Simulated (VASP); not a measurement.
# H (Cmcm) in VASP: further runs, part 2 of 2

VASP 6.6.1.

### 4 Single point, LDA (strain -0.050 along x and y, -0.025 along z)

Contents of INCAR:

```
PREC = Accurate ; ENCUT = 520
EDIFF = 1E-7 ; ISMEAR = 0
SIGMA = 0.05 ; LREAL = F
LASPH = T ; NELM = 60
ALGO = Normal ; ISIF = 2
LWAVE = F ; LCHARG = F
GGA = CA ; NBANDS = 10
```

Contents of KPOINTS:

```
regular mesh
0
Gamma
  8 8 4
```

Contents of POSCAR:

```
H
1.0
    1.5661052670     -2.5951038185      0.0000000000
    1.5661052670      2.5951038185      0.0000000000
    0.0000000000      0.0000000000      6.1559244045
H
4
Direct
    0.5678085000      0.4321915000      0.9995149500
    0.4321915000      0.5678085000      0.0004850500
    0.4321915000      0.5678085000      0.4995149500
    0.5678085000      0.4321915000      0.5004850500
```

Potentials or basis: VASP PAW LDA potentials, release 64 (H).

On the command line:

```sh
$ cat potpaw_LDA.64/H/POTCAR > POTCAR
$ mpirun -np 1 vasp_std > vasp.out
```

OUTCAR:

```text
PREC = Accurate
   ENCUT = 520
   EDIFF = 1E-7
   ISMEAR = 0
   LREAL = F
   LASPH = T
   NELM = 60
   ISIF = 2
   GGA = CA

 ion  position               nearest neighbor table
   1  0.568  0.432  1.000-   2 0.70
   2  0.432  0.568  0.000-   1 0.70
   3  0.432  0.568  0.500-   4 0.70
   4  0.568  0.432  0.500-   3 0.70

  LATTYP: Found a base centered orthorhombic cell.
 ALAT       =     3.1322105340
 B/A-ratio  =     1.6570430310
[... 502 lines left out ...]
      7       9.7249      0.00000
      8      10.3736      0.00000
      9      11.3779      0.00000
     10      12.2050      0.00000

 [... further k-points ...]
[... 5 lines left out ...]
  --------------------------------------------------------------------------------------
  -------------------------------------------------------------------------------------
  Total       -0.1917948      3.3433590     -0.1504476      0.0000000      0.0000000      0.0000000
  in kB       -6.1411337    107.0519637     -4.8172259      0.0000000      0.0000000      0.0000000
  external PRESSURE =      32.0312014 kB  Pullay stress =       0.0000000 kB

 VOLUME and BASIS-vectors are now :
 -----------------------------------------------------------------------------
  energy-cutoff  :      520.00
  volume of cell :       50.04
      direct lattice vectors                 reciprocal lattice vectors
     1.566105267 -2.595103819  0.000000000     0.319263341 -0.192670519  0.000000000
     1.566105267  2.595103819  0.000000000     0.319263341  0.192670519  0.000000000
     0.000000000  0.000000000  6.155924405     0.000000000  0.000000000  0.162445140

 POSITION                                       TOTAL-FORCE (eV/Angst)
 -----------------------------------------------------------------------------------
      1.56611     -0.35194      6.15294         0.000000     -2.560235     -0.021922
      1.56611      0.35194      0.00299         0.000000      2.560235      0.021922
      1.56611      0.35194      3.07498         0.000000      2.560235     -0.021922
      1.56611     -0.35194      3.08095         0.000000     -2.560235      0.021922
 -----------------------------------------------------------------------------------
    total drift:                                0.000000      0.000000     -0.000000

  FREE ENERGIE OF THE ION-ELECTRON SYSTEM (eV)
  ---------------------------------------------------
  free  energy   TOTEN  =       -13.3814095703 eV

  energy  without entropy=      -13.3814095703  energy(sigma->0) =      -13.38140957
```

OSZICAR:

```text
N       E                     dE             d eps       ncg     rms          rms(c)
DAV:   1    -0.682935897876E+01   -0.68294E+01   -0.14363E+03  1276   0.273E+02
DAV:   2    -0.146386374526E+02   -0.78093E+01   -0.77134E+01  1614   0.506E+01
DAV:   3    -0.148725524071E+02   -0.23391E+00   -0.23380E+00  1496   0.767E+00
DAV:   4    -0.148731712326E+02   -0.61883E-03   -0.61882E-03  1472   0.477E-01
DAV:   5    -0.148731734953E+02   -0.22627E-05   -0.22628E-05  1476   0.283E-02    0.694E+00
DAV:   6    -0.138216879089E+02    0.10515E+01   -0.60147E-01  1318   0.280E+00    0.367E+00
DAV:   7    -0.133757890495E+02    0.44590E+00   -0.10359E+00  1316   0.383E+00    0.410E-01
DAV:   8    -0.133830130510E+02   -0.72240E-02   -0.10566E-02  1312   0.373E-01    0.225E-01
DAV:   9    -0.133813894857E+02    0.16236E-02   -0.28611E-03  1350   0.188E-01    0.256E-02
DAV:  10    -0.133814015498E+02   -0.12064E-04   -0.71927E-05  1366   0.412E-02    0.117E-02
DAV:  11    -0.133814095288E+02   -0.79790E-05   -0.44397E-06  1342   0.752E-03    0.592E-04
DAV:  12    -0.133814095703E+02   -0.41453E-07   -0.59735E-08  1422   0.121E-03
   1 F= -.13381410E+02 E0= -.13381410E+02  d E =-.506085E-11
```

stdout:

```text
POSCAR found type information on POSCAR H
 POSCAR found :  1 types and       4 ions
 scaLAPACK will be used
 LDA part: xc-table for (Slater(with rela. corr.)+CA(PZ))
 , standard interpolation
 POSCAR, INCAR and KPOINTS ok, starting setup
 FFT: planning ... GRIDC
 FFT: planning ... GRID_SOFT
 FFT: planning ... GRID
 WAVECAR not read
 entering main loop
```

Run time: 9.6 s. Hardware: 1 thread of Intel Xeon 6975P-C (Granite Rapids), shared host; peak memory 0.14 GiB.

What came out:

```yaml
Free_energy: -13.3814 eV
Pressure: 3.2 GPa
Largest_force: 2.560 eV/Å
Band_gap_on_the_k_mesh: 7.99 eV
```

Forces in eV/Å, atoms in the order of the input:
```
H    0.000 -2.560 -0.022
H    0.000  2.560  0.022
H    0.000  2.560 -0.022
H    0.000 -2.560  0.022
```

Caveat: the cell differs from its parent crystal (strain -0.050 along x and y, -0.025 along z); forces of over 1 eV/Å act on the atoms, so gaps and moduli don't describe the material at rest. A k mesh can miss the band edges.

### 5 Single point, LDA (strain -0.050 along x and y, +0.000 along z)

Contents of INCAR:

```
PREC = Accurate
ENCUT = 520
EDIFF = 1E-6
ISMEAR = 0
SIGMA = 0.05
LREAL = False
LASPH = True
NELM = 60
ALGO = Normal
ISIF = 2
LWAVE = False
LCHARG = True
LELF = True
LVHAR = True
NBANDS = 10
```

KPOINTS is that of step 4.

POSCAR: that of step 4 with these lines changed.

```diff
@@ -4,3 +4,3 @@
     1.5661052670      2.5951038185      0.0000000000
-    0.0000000000      0.0000000000      6.1559244045
+    0.0000000000      0.0000000000      6.3137686200
 H
```

Potentials or basis: VASP PAW LDA potentials, release 64 (H).

On the command line:

```sh
$ cat potpaw_LDA.64/H/POTCAR > POTCAR
$ mpirun -np 1 vasp_std > vasp.out
```

OUTCAR:

```text
PREC = Accurate
   ENCUT = 520
   EDIFF = 1E-6
   ISMEAR = 0
   LREAL = False
   LASPH = True
   NELM = 60
   ISIF = 2

 ion  position               nearest neighbor table
   1  0.568  0.432  1.000-   2 0.70
   2  0.432  0.568  0.000-   1 0.70
   3  0.432  0.568  0.500-   4 0.70
   4  0.568  0.432  0.500-   3 0.70

  LATTYP: Found a base centered orthorhombic cell.
 ALAT       =     3.1322105340
 B/A-ratio  =     1.6570430310
 C/A-ratio  =     2.0157548643
[... 501 lines left out ...]
      7       9.6294      0.00000
      8      10.2655      0.00000
      9      11.2387      0.00000
     10      12.0828      0.00000

 [... further k-points ...]
[... 5 lines left out ...]
  --------------------------------------------------------------------------------------
  -------------------------------------------------------------------------------------
  Total       -0.1904670      3.3451086     -0.1585003      0.0000000      0.0000000      0.0000000
  in kB       -5.9461511    104.4302854     -4.9481902      0.0000000      0.0000000      0.0000000
  external PRESSURE =      31.1786481 kB  Pullay stress =       0.0000000 kB

 VOLUME and BASIS-vectors are now :
 -----------------------------------------------------------------------------
  energy-cutoff  :      520.00
  volume of cell :       51.32
      direct lattice vectors                 reciprocal lattice vectors
     1.566105267 -2.595103819  0.000000000     0.319263341 -0.192670519  0.000000000
     1.566105267  2.595103819  0.000000000     0.319263341  0.192670519  0.000000000
     0.000000000  0.000000000  6.313768620     0.000000000  0.000000000  0.158384011

 POSITION                                       TOTAL-FORCE (eV/Angst)
 -----------------------------------------------------------------------------------
      1.56611     -0.35194      6.31071         0.000000     -2.560247     -0.022513
      1.56611      0.35194      0.00306         0.000000      2.560247      0.022513
      1.56611      0.35194      3.15382         0.000000      2.560247     -0.022513
      1.56611     -0.35194      3.15995         0.000000     -2.560247      0.022513
 -----------------------------------------------------------------------------------
    total drift:                                0.000000      0.000000      0.000000

  FREE ENERGIE OF THE ION-ELECTRON SYSTEM (eV)
  ---------------------------------------------------
  free  energy   TOTEN  =       -13.3788569448 eV

  energy  without entropy=      -13.3788569448  energy(sigma->0) =      -13.37885694
```

OSZICAR:

```text
N       E                     dE             d eps       ncg     rms          rms(c)
DAV:   1    -0.643790970727E+01   -0.64379E+01   -0.14568E+03  1268   0.276E+02
DAV:   2    -0.146260195593E+02   -0.81881E+01   -0.77969E+01  1608   0.505E+01
DAV:   3    -0.148757410022E+02   -0.24972E+00   -0.24954E+00  1564   0.774E+00
DAV:   4    -0.148765099208E+02   -0.76892E-03   -0.76891E-03  1438   0.465E-01
DAV:   5    -0.148765125691E+02   -0.26483E-05   -0.26483E-05  1456   0.287E-02    0.694E+00
DAV:   6    -0.138210851254E+02    0.10554E+01   -0.60288E-01  1314   0.281E+00    0.367E+00
DAV:   7    -0.133729798387E+02    0.44811E+00   -0.10439E+00  1302   0.384E+00    0.412E-01
DAV:   8    -0.133805166564E+02   -0.75368E-02   -0.10855E-02  1288   0.377E-01    0.229E-01
DAV:   9    -0.133788328370E+02    0.16838E-02   -0.29908E-03  1362   0.192E-01    0.263E-02
DAV:  10    -0.133788483337E+02   -0.15497E-04   -0.75385E-05  1348   0.410E-02    0.120E-02
DAV:  11    -0.133788568933E+02   -0.85596E-05   -0.47459E-06  1344   0.777E-03    0.679E-04
DAV:  12    -0.133788569448E+02   -0.51492E-07   -0.75456E-08  1114   0.132E-03
   1 F= -.13378857E+02 E0= -.13378857E+02  d E =-.266358E-15
```

stdout:

```text
POSCAR found type information on POSCAR H
 POSCAR found :  1 types and       4 ions
 scaLAPACK will be used
 LDA part: xc-table for (Slater(with rela. corr.)+CA(PZ))
 , standard interpolation
 POSCAR, INCAR and KPOINTS ok, starting setup
 FFT: planning ... GRIDC
 FFT: planning ... GRID_SOFT
 FFT: planning ... GRID
 WAVECAR not read
 entering main loop
```

Wall time 8.8 s (1 thread of Intel Xeon 6975P-C (Granite Rapids), shared host); peak memory 0.14 GiB.

Results:

```yaml
Free_energy: -13.3789 eV
Pressure: 3.1 GPa
Largest_force: 2.560 eV/Å
Band_gap_on_the_k_mesh: 8.10 eV
```

Forces on the atoms (eV/Å):
```
H    0.000 -2.560 -0.023
H    0.000  2.560  0.023
H    0.000  2.560 -0.023
H    0.000 -2.560  0.023
```

Caveat: the cell differs from its parent crystal (strain -0.050 along x and y, +0.000 along z); forces of over 1 eV/Å act on the atoms, so gaps and moduli don't describe the material at rest. A k mesh can miss the band edges.

### 6 Overview

```tsv
cell	gap on the mesh (eV)	pressure (GPa)	largest force (eV/Å)
a = 3.350, b = 3.350, c = 6.629 Å, angles 90.0, 90.0, 117.8°, 4 atoms	7.70	-0.9	0.28
a = 3.031, b = 3.031, c = 5.998 Å, angles 90.0, 90.0, 117.8°, 4 atoms	7.88	3.3	2.56
a = 3.031, b = 3.031, c = 6.156 Å, angles 90.0, 90.0, 117.8°, 4 atoms	7.99	3.2	2.56
a = 3.031, b = 3.031, c = 6.314 Å, angles 90.0, 90.0, 117.8°, 4 atoms	8.10	3.1	2.56
```

Alike in all rows: task single point; level LDA; potentials or basis VASP PAW LDA potentials, release 64 (H); no spin polarisation; k mesh 8 × 8 × 4; cutoff (eV) 520; smearing gaussian 0.05 eV.

Caveats: forces of over 1 eV/Å act on the atoms, so gaps and moduli don't describe the material at rest (some runs).

Total energies depend on the potentials used, so only differences within one code and one set of settings carry meaning.
